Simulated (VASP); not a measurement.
Runs of VASP 6.6.1 on As. The structure is that of space group Pm-3m (No. 221), or close to it. The cells are those of the table. 

```tsv
task	level	potentials or basis	cell	gap on the mesh (eV)	pressure (GPa)	relaxed volume (Å³/atom)
single point	PBEsol	VASP PAW PBE potentials, release 64 (As)	a = 2.700 Å, 1 atom	none	0.3	-
single point	PBEsol+D3(BJ)	VASP PAW PBE potentials, release 64 (As)	a = 2.667 Å, 1 atom	none	0.4	-
single point	LDA	VASP PAW LDA potentials, release 64 (As)	a = 2.684 Å, 1 atom	none	0.3	-
relaxation of cell and atoms	PBEsol+D3(BJ)	VASP PAW PBE potentials, release 64 (As)	relaxed from a = 2.704 Å, 1 atom	none	0.0	19.04
relaxation of cell and atoms	LDA	VASP PAW LDA potentials, release 64 (As)	relaxed from a = 2.704 Å, 1 atom	none	0.0	(a)
relaxation of cell and atoms	PBEsol	VASP PAW PBE potentials, release 64 (As)	relaxed from a = 2.704 Å, 1 atom	none	0.0	-
```

Alike in all rows: no spin polarisation; k mesh 9 × 9 × 9, shifted; cutoff (eV) 500; smearing fermi-dirac 0.2 eV.

Problem. Fill in the values left out.

Solution. (a) 19.40.

Caveats: the PAW data sets were made with another functional, which shifts forces and pressure a little (some runs); pairwise dispersion overbinds metals, which lowers pressure and volume (some runs); the relaxation stopped at its first step, so nothing moved (some runs).

A k mesh can miss the band edges, and the runs leave out spin-orbit coupling on As.

A gap of «none» marks levels without a gap at the run's occupations.
